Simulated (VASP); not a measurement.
Here is a VASP 6.6.1 calculation.

The input INCAR:

```
PREC = Accurate ; ENCUT = 520
EDIFF = 1E-6 ; ISMEAR = -1
SIGMA = 0.01 ; LREAL = Auto
LASPH = T ; NELM = 100
ALGO = Normal ; ISIF = 2
LWAVE = F ; LCHARG = F
GGA = PE ; NELECT = 134.0
NBANDS = 90
```

Contents of KPOINTS:

```
regular mesh
0
Gamma
  4 4 2
```

The input POSCAR:

```
TaSi15C16
1.0
    6.1520000000      0.0000000000      0.0000000000
   -3.0760000000      5.3277882840      0.0000000000
    0.0000000000      0.0000000000     10.0960000000
Ta Si C
1 15 16
Direct
    0.1666666667      0.3333333333      0.0009326179
    0.1666666667      0.3333333333      0.5023276895
    0.1650557599      0.8325278799      0.0039014278
    0.1653624899      0.8326812449      0.5021220034
    0.6674721201      0.3349442401      0.0039014278
    0.6673187551      0.3346375101      0.5021220034
    0.6674721201      0.8325278799      0.0039014278
    0.6673187551      0.8326812449      0.5021220034
    0.3355932938      0.1644067062      0.2561912340
    0.3354092601      0.1645907399      0.7472134265
    0.3355932938      0.6711865876      0.2561912340
    0.3354092601      0.6708185201      0.7472134265
    0.8288134124      0.1644067062      0.2561912340
    0.8291814799      0.1645907399      0.7472134265
    0.8333333333      0.6666666667      0.2534798026
    0.8333333333      0.6666666667      0.7515621723
    0.1666666667      0.3333333333      0.2011945280
    0.1666666667      0.3333333333      0.6921692627
    0.1669808734      0.8334904367      0.1908880285
    0.1647388324      0.8323694162      0.6890412704
    0.6665095633      0.3330191266      0.1908880285
    0.6676305838      0.3352611676      0.6890412704
    0.6665095633      0.8334904367      0.1908880285
    0.6676305838      0.8323694162      0.6890412704
    0.3338214145      0.1661785855      0.4422735734
    0.3439210897      0.1560789103      0.9344330482
    0.3338214145      0.6676428290      0.4422735734
    0.3439210897      0.6878421794      0.9344330482
    0.8323571710      0.1661785855      0.4422735734
    0.8121578206      0.1560789103      0.9344330482
    0.8333333333      0.6666666667      0.4398815497
    0.8333333333      0.6666666667      0.9402603408
```

Potentials or basis: VASP PAW PBE potentials, release 64 (Ta_pv, Si, C).

Run with:

```bash
$ cat potpaw_PBE.64/Ta_pv/POTCAR potpaw_PBE.64/Si/POTCAR potpaw_PBE.64/C/POTCAR > POTCAR
$ mpirun -np 1 vasp_std > vasp.out
```

Question: Estimate the largest force.

Answer: 0.057 eV/Å.

Forces on the atoms (eV/Å):
```
Ta   0.000  0.000 -0.012
Si   0.000  0.000 -0.006
Si  -0.014 -0.008  0.026
Si   0.001  0.000  0.002
Si   0.000  0.016  0.026
Si   0.000 -0.001  0.002
Si   0.014 -0.008  0.026
Si  -0.001  0.000  0.002
Si  -0.002  0.001  0.014
Si   0.001  0.000  0.030
Si   0.000 -0.002  0.014
Si   0.000  0.001  0.030
Si   0.002  0.001  0.014
Si  -0.001  0.000  0.030
Si   0.000  0.000  0.010
Si   0.000  0.000 -0.013
C    0.000  0.000  0.052
C    0.000  0.000 -0.011
C    0.001  0.000 -0.020
C   -0.001  0.000 -0.013
C    0.000 -0.001 -0.020
C    0.000  0.001 -0.013
C   -0.001  0.000 -0.020
C    0.001  0.000 -0.013
C    0.003 -0.001 -0.007
C    0.037 -0.021 -0.039
C    0.000  0.003 -0.007
C    0.000  0.042 -0.039
C   -0.003 -0.001 -0.007
C   -0.037 -0.021 -0.039
C    0.000  0.000 -0.016
C    0.000  0.000  0.016
```

Caveat: the cell carries a net charge on a neutralising background, which shifts energy and pressure.
